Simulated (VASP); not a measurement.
Crystal: KBr.

```xyz
2
Lattice="2.6268 1.5166 4.3086 -2.6268 1.5166 4.3086 0.0000 -3.0332 4.3086" Properties=species:S:1:pos:R:3 pbc="T T T"
K     0.0000    0.0000    3.2187
Br    0.0000    0.0000   -0.0034
```

Base run:

```yaml
Program: VASP 6.6.1
Functional: PBE
Potentials_or_basis: VASP PAW PBE potentials, release 64 (K_sv, Br)
Cutoff: 520 eV
k_mesh: 6 × 6 × 6
Occupations: gaussian, width 0.02 eV
Spin: no spin polarisation
```

Its results: band gap on the k mesh 4.23 eV (least direct gap 4.25 eV); pressure 0.0 GPa.

Task: The run is repeated on the same cell with these changes: functional from PBE to r2SCAN. What comes out?

Result: Band gap on the k mesh 4.80 eV (least direct gap 4.81 eV); pressure -0.2 GPa.

Caveats: the PAW data sets were made with another functional, which shifts forces and pressure a little (at least some runs).

A k mesh can miss the band edges.
